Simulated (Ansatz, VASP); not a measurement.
## Yb in VASP and in Ansatz

```
Yb
1.0
     0.00000    2.84659    1.93483
     2.84659    0.00000    1.93483
     2.84659    2.84659    0.00000
Yb
1
Direct
  0.00000 0.00000 0.00000
```

Alike in both runs: task single point; functional PBE; k mesh 16 × 16 × 16; occupations gaussian, width 0.15 eV; no spin polarisation.

|  | VASP | Ansatz |
| --- | --- | --- |
| version | VASP 6.6.1 | Ansatz 0.2.0 |
| potentials or method | VASP PAW PBE potentials, release 64 (Yb), cutoff 520 eV | scalar-relativistic, plane waves, PAW |
| valence electrons in the cell | 24 | 24 |

|  | VASP | Ansatz | Ansatz less VASP |
| --- | --- | --- | --- |
| gap on the k mesh at the Fermi level (eV) | none | none | - |
| pressure (GPa) | 2.4 | 2.4 | +0.05 |
| traceless stress, the component that is largest in VASP (GPa) | 0.46 | 0.46 | -0.004 |

A gap of «none» marks a metal or a gap that the smearing closes.

Spin-orbit coupling is off throughout.
